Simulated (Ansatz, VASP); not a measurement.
## One calculation of TaN, two programs

```
Ta N
1.0
     3.14435    0.00000    0.00000
    -1.57218    2.72309    0.00000
     0.00000    0.00000    6.86821
Ta N
2 2
Direct
  0.33333 0.66667 0.03049
  0.66667 0.33333 0.53049
  0.33333 0.66667 0.35451
  0.66667 0.33333 0.85451
```

Alike in both runs: task single point; functional PBE; k mesh 18 × 18 × 8; occupations gaussian, width 0.15 eV; no spin polarisation.

```csv
,VASP,Ansatz
version,VASP 6.6.1,Ansatz 0.2.0
potentials or method,"VASP PAW PBE potentials, release 64 (Ta_pv, N), cutoff 520 eV","scalar-relativistic, plane waves, PAW"
valence electrons in the cell,32,36
```

Ansatz gave:

- gap on the k mesh at the Fermi level (eV): 0.09
- least direct gap on the mesh (eV): 0.35
- pressure (GPa): -24.8
- traceless stress, the component that is largest in VASP (GPa): -24.42
- rms of the force components (eV/Å): 0.374

Task: What did VASP give for the same quantities?

Result: gap on the k mesh at the Fermi level (eV): 0.09; least direct gap on the mesh (eV): 0.35; pressure (GPa): -24.5; traceless stress, the component that is largest in VASP (GPa): -24.31; rms of the force components (eV/Å): 0.383.

Atom by atom the forces differ by 0.009 eV/Å (rms over components). The functional is the same, so the differences come from potentials, cutoffs and numerics. VASP's potentials hold 32 valence electrons a cell and Ansatz's 36, so a difference there can come from the potentials and not from the codes.

Spin-orbit coupling is off throughout.
